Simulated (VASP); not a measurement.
Set up this calculation in VASP 6.6.1, as the native input.

| Property | Result |
| --- | --- |
| Task | dielectric tensor |
| Functional | r2SCAN |
| Potentials or basis | VASP PAW PBE potentials, release 64 (Sr_sv, Ti_sv, O) |
| Cutoff | 520 eV |
| k mesh | 6 × 6 × 6 |
| Occupations | gaussian, width 0.01 eV |
| Spin | no spin polarisation |
| Dipole correction | no |
| Further INCAR settings | ALGO = Normal; EDIFF = 1e-08 |

The structure of SrTiO3 lies in POSCAR:

```
SrTiO3
1.0
    3.9068515088      0.0000000000      0.0000000000
    0.0000000000      3.9068515088      0.0000000000
    0.0000000000      0.0000000000      3.9068515088
Sr Ti O
1 1 3
Direct
    0.0000000000      0.0000000000      0.0000000000
    0.5000000000      0.5000000000      0.5000000000
    0.5000000000      0.5000000000      0.0000000000
    0.5000000000      0.0000000000      0.5000000000
    0.0000000000      0.5000000000      0.5000000000
```

These files were run (other wordings do the same):

INCAR

```
PREC = Accurate
ENCUT = 520
EDIFF = 1E-8
ISMEAR = 0
SIGMA = 0.01
LREAL = False
LASPH = True
NELM = 80
ALGO = Normal
ISIF = 2
LWAVE = False
LCHARG = False
METAGGA = R2SCAN
LMIXTAU = True
LCALCEPS = True
```

KPOINTS

```
Automatic mesh
0
Gamma
  6 6 6
```

Potentials or basis: VASP PAW PBE potentials, release 64 (Sr_sv, Ti_sv, O).

The run is started by

```sh
$ cat potpaw_PBE.64/Sr_sv/POTCAR potpaw_PBE.64/Ti_sv/POTCAR potpaw_PBE.64/O/POTCAR > POTCAR
$ mpirun -np 1 vasp_std > vasp.out
```

It gave:

* Band gap on the k mesh: 2.27 eV (least direct gap 2.66 eV)
* Electronic dielectric tensor (diagonal): 5.59
* Born charges (mean of the diagonal): Sr +2.50; Ti +7.09; O -3.20 e

Run time: 58 min on 1 thread of Intel Xeon 8259CL (shared host), peak memory 0.39 GiB.
